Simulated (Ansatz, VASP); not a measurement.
**Sb in VASP and in Ansatz**

The input INCAR:

```
SYSTEM = Sb
  PREC = Accurate
  ENCUT = 500
  EDIFF = 1E-6
  ISMEAR = 0
  SIGMA = 0.1
  LREAL = .FALSE.
  LASPH = .TRUE.
  NELM = 120
  ALGO = Normal
  ISIF = 2
  LWAVE = .FALSE.
  LCHARG = .FALSE.
  GGA = PE
  IVDW = 12
  NBANDS = 8
  GGA_COMPAT = .FALSE.
```

File KPOINTS:

```
Automatic mesh
0
G
  6 6 6
  0 0 0
```

Contents of POSCAR:

```
Sb
1.0
   -1.8713408863      1.8713408863      1.8713408863
    1.8713408863     -1.8713408863      1.8713408863
    1.8713408863      1.8713408863     -1.8713408863
Sb
1
Direct
    0.0000000000      0.0000000000      0.0000000000
```

Input for Ansatz:

```yaml
crystal:
  lattice:
    - [-1.8713408863, 1.8713408863, 1.8713408863]
    - [1.8713408863, -1.8713408863, 1.8713408863]
    - [1.8713408863, 1.8713408863, -1.8713408863]
  atoms:
    - { symbol: Sb, position: [0.0, 0.0, 0.0] }
basis:
  ecutwfc: 420
kpoints:
  mp_grid: { grid: [6, 6, 6] }
hamiltonian:
  xc: pbe
  dispersion: d3bj
scf:
  occupations: { method: gaussian, width: 0.1 }
output:
  forces: true
  stress: true
  eigenvalues: true
```

Alike in both runs: task single point; functional PBE; dispersion D3(BJ); k mesh 6 × 6 × 6; occupations gaussian, width 0.1 eV; no spin polarisation.

```csv
,VASP,Ansatz
version,VASP 6.6.1,Ansatz 0.2.0
potentials or method,"VASP PAW PBE potentials, release 64 (Sb), cutoff 500 eV","scalar-relativistic, plane waves, PAW"
valence electrons in the cell,5,15
```

Ansatz gave:

| Quantity | Value |
| --- | --- |
| gap on the k mesh at the Fermi level (eV) | none |
| pressure (GPa) | 0.5 |

Q: What did VASP give for the same quantities?

A: gap on the k mesh at the Fermi level (eV): none; pressure (GPa): 0.4.

A gap of «none» marks a metal or a gap that the smearing closes. VASP's potentials hold 5 valence electrons a cell and Ansatz's 15, so a difference there can come from the potentials and not from the codes.

The k mesh is coarse, so the values compare programs but aren't converged. Spin-orbit coupling is off throughout.
